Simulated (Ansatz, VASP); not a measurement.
# In: VASP beside Ansatz

```
In
1.0
     3.52116    0.00000    0.00000
    -1.76058    3.04942    0.00000
     0.00000    0.00000    4.94345
In
2
Cartesian
  0.0000 2.0329 1.2359
  1.7606 1.0165 3.7076
```

Alike in both runs: task single point; functional r2SCAN; k mesh 18 × 18 × 10; occupations gaussian, width 0.15 eV; no spin polarisation.

```csv
,VASP,Ansatz
version,VASP 6.6.1,Ansatz 0.2.0
potentials or method,"VASP PAW PBE potentials, release 64 (In_d), cutoff 520 eV","scalar-relativistic, plane waves, PAW"
valence electrons in the cell,26,26
```

```tsv
	VASP	Ansatz	Ansatz less VASP
gap on the k mesh at the Fermi level (eV)	none	none	-
pressure (GPa)	0.7	0.7	-0.03
traceless stress, the component that is largest in VASP (GPa)	0.68	0.67	-0.002
```

VASP's potentials were made for PBE, not for r2SCAN. A gap of «none» marks a metal or a gap that the smearing closes. With one functional, cell and mesh, what is left measures potentials, basis and numerics.
